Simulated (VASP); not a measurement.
## Cd3Te2Se: relaxation of cell and atoms with PBE

Crystal: Cd3Te2Se.

```
CELL_PARAMETERS angstrom
4.62631 -0.06493 -0.04762
-2.36939 3.98761 0.01733
-0.23379 -0.03672 22.12439
ATOMIC_POSITIONS crystal
Cd 0.35043 0.67494 0.00994
Cd 0.31797 0.65185 0.32916
Cd 0.33575 0.65304 0.65772
Cd 0.68499 0.37901 0.15772
Cd 0.70296 0.34767 0.50659
Cd 0.67606 0.33213 0.83239
Te 0.32067 0.63132 0.45805
Te 0.31514 0.67252 0.78283
Te 0.66018 0.31265 0.28730
Te 0.67805 0.34153 0.96731
Se 0.30616 0.63362 0.13328
Se 0.65163 0.36970 0.62771
```

```json
{"Program": "VASP 6.6.1", "Task": "relaxation of cell and atoms", "Functional": "PBE", "Potentials or basis": "VASP PAW PBE potentials, release 64 (Cd, Te, Se)", "Cutoff": "600 eV", "k mesh": "6 × 6 × 1", "Occupations": "gaussian, width 0.2 eV", "Spin": "no spin polarisation", "Dipole correction": "no", "Further INCAR settings": "ALGO = Normal; EDIFF = 1e-06; IBRION = 2; EDIFFG = -0.025; NSW = 80; ISIF = 3"}
```

| Quantity | Value |
| --- | --- |
| Relaxed volume | 34.09 Å³/atom |
| Relaxed cell | a = 4.581 Å, b = 4.583 Å, c = 22.500 Å, α = 90.03°, β = 90.03°, γ = 120.00° |
| Space group after relaxing (to 0.05 Å) | P1 (No. 1) |
| Energy gained by relaxing | 51.8 meV/atom |
| Ionic steps | 21 |
| Pressure after relaxing | 0.1 GPa |
| Largest force after relaxing | 0.020 eV/Å |
| Band gap on the k mesh | 0.26 eV, direct |

Forces on the atoms (eV/Å):
```
Cd  -0.008  0.002  0.011
Cd   0.004  0.009  0.001
Cd   0.000 -0.009 -0.014
Cd   0.002  0.005  0.002
Cd  -0.009  0.003 -0.010
Cd   0.008  0.005  0.012
Te  -0.008  0.005 -0.004
Te  -0.003 -0.005  0.007
Te  -0.001  0.006 -0.010
Te  -0.002 -0.008 -0.001
Se   0.006 -0.012  0.015
Se   0.011  0.000 -0.008
```

The path:
```
step  energy change (eV)  largest force (eV/Å)  pressure (GPa)  volume (Å³)
   1              0.0000                1.2880            0.98       404.70
   2             -0.3493                0.6398           -0.53       416.86
   3             -0.3840                0.5067           -1.05       422.68
   4             -0.5224                0.3173           -0.18       411.65
   5             -0.5430                0.2693            0.38       405.74
   6             -0.5831                0.2063            0.11       408.40
   7             -0.5893                0.2218           -0.03       409.92
   8             -0.6024                0.1339           -0.05       410.12
   9             -0.6082                0.1086           -0.06       410.35
  10             -0.6141                0.0843            0.05       409.11
  11             -0.6145                0.0811            0.09       408.67
  12             -0.6167                0.0482           -0.05       410.24
  13             -0.6168                0.0481           -0.07       410.54
  14             -0.6181                0.0447            0.01       409.70
  15             -0.6182                0.0485            0.03       409.44
  16             -0.6194                0.0328            0.02       409.55
  17             -0.6203                0.0527            0.00       409.82
  18             -0.6204                0.0460            0.01       409.76
  19             -0.6215                0.0348           -0.02       410.04
  20             -0.6216                0.0327           -0.04       410.21
  21             -0.6219                0.0199            0.07       409.07
```

Final structure:
```yaml
crystal:
  lattice:
    - [4.58079, 0.00082, -0.00098]
    - [-2.29186, 3.96844, -0.00098]
    - [-0.00779, -0.01066, 22.50040]
  atoms:
    - { symbol: Cd, position: [0.33890, 0.67196, 0.00608] }
    - { symbol: Cd, position: [0.32785, 0.65650, 0.33379] }
    - { symbol: Cd, position: [0.33214, 0.67118, 0.66042] }
    - { symbol: Cd, position: [0.66568, 0.33548, 0.16008] }
    - { symbol: Cd, position: [0.67041, 0.32817, 0.50698] }
    - { symbol: Cd, position: [0.66534, 0.33682, 0.83329] }
    - { symbol: Te, position: [0.33646, 0.66127, 0.46105] }
    - { symbol: Te, position: [0.33245, 0.67041, 0.78788] }
    - { symbol: Te, position: [0.66143, 0.32364, 0.28798] }
    - { symbol: Te, position: [0.67160, 0.33857, 0.96042] }
    - { symbol: Se, position: [0.33275, 0.66938, 0.12562] }
    - { symbol: Se, position: [0.66499, 0.33661, 0.62642] }
```

Levels at points of the mesh, in eV from the valence-band top:
```
           k point  band 50  band 51  band 52  band 53  band 54  band 55  band 56  band 57  band 58  band 59
(0.00, 0.00, 0.00)    -0.24    -0.08    -0.08     0.00     0.00     0.26     1.18     1.74     1.96     1.98
(0.50, 0.00, 0.00)    -1.28    -1.17    -1.08    -0.91    -0.75     1.98     2.21     2.44     2.60     2.61
(0.00, 0.50, 0.00)    -1.28    -1.17    -1.08    -0.91    -0.75     1.97     2.22     2.44     2.61     2.61
(0.50, 0.50, 0.00)    -1.28    -1.17    -1.08    -0.91    -0.75     1.99     2.21     2.45     2.60     2.61
```

Wall time 29 min on 1 × NVIDIA H100 80GB with 1 thread of AMD EPYC 7R13 Processor (Zen 3), on a shared host, peak memory 1.8 GiB.

Caveat: spin-orbit coupling is left out, which moves the levels of the heavy elements.
